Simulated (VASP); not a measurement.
C, 2 atoms in the cell. Symmetry: P6/mmm, No. 191, hexagonal system. The conventional cell has a = 2.417 Å, b = 2.417 Å, c = 3.471 Å, α = 90.00°, β = 90.00°, γ = 120.00°. C (site symmetry -6m2) has 3 C at 1.40 Å within 1.9 Å. 

- Program: VASP 6.6.1
- Task: single point
- Functional: PBEsol
- Dispersion: D3(BJ)
- Potentials or basis: VASP PAW PBE potentials, release 64 (C)
- Cutoff: 520 eV
- k mesh: 21 × 21 × 12
- Occupations: gaussian, width 0.15 eV
- Spin: no spin polarisation
- Dipole correction: no
- Further INCAR settings: ALGO = Normal; EDIFF = 1e-06; NBANDS = 11

Potentials or basis: VASP PAW PBE potentials, release 64 (C).

The run is started by

```sh
$ cat potpaw_PBE.64/C/POTCAR > POTCAR
$ mpirun -np 1 vasp_std > vasp.out
```

Hardware: 1 thread of Intel Xeon 6975P-C, on a shared host.

Task: How long does it take, and how much memory?

Result: It took 38 s on 1 thread of Intel Xeon 6975P-C (shared host), peak memory 0.17 GiB. Counts: scf iterations 12, k points 336.
